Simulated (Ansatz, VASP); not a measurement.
**Two plane-wave programs on Hf5Te**

```
Hf Te
1.0
     6.82067    0.00000    0.00000
     0.00000    6.82067    0.00000
     0.00000    0.00000    3.37603
Hf Te
5 1
Direct
  0.74608 0.74608 0.50000
  0.25392 0.25392 0.50000
  0.25392 0.74608 0.50000
  0.74608 0.25392 0.50000
  0.50000 0.50000 0.00000
  0.00000 0.00000 0.00000
```

Alike in both runs: functional PBE; k mesh 6 × 6 × 12; occupations gaussian, width 0.1 eV; no spin polarisation.

Ansatz relaxed the structure, and its values are those at the end. VASP's run is a single point on that final structure, the one shown.

|  | VASP | Ansatz |
| --- | --- | --- |
| version | VASP 6.6.1 | Ansatz 0.2.0 |
| potentials or method | VASP PAW PBE potentials, release 64 (Hf_pv, Te), cutoff 520 eV | scalar-relativistic, plane waves, PAW |
| valence electrons in the cell | 56 | 146 |

|  | VASP | Ansatz | Ansatz less VASP |
| --- | --- | --- | --- |
| gap on the k mesh at the Fermi level (eV) | none | none | - |
| pressure (GPa) | -0.3 | 0.0 | +0.30 |
| rms of the force components (eV/Å) | 0.004 | 0.000 | -0.0034 |

A gap of «none» marks a metal or a gap that the smearing closes. The functional is the same, so the differences come from potentials, cutoffs and numerics. VASP's potentials hold 56 valence electrons a cell and Ansatz's 146, so a difference there can come from the potentials and not from the codes.

Neither program's run includes spin-orbit coupling.
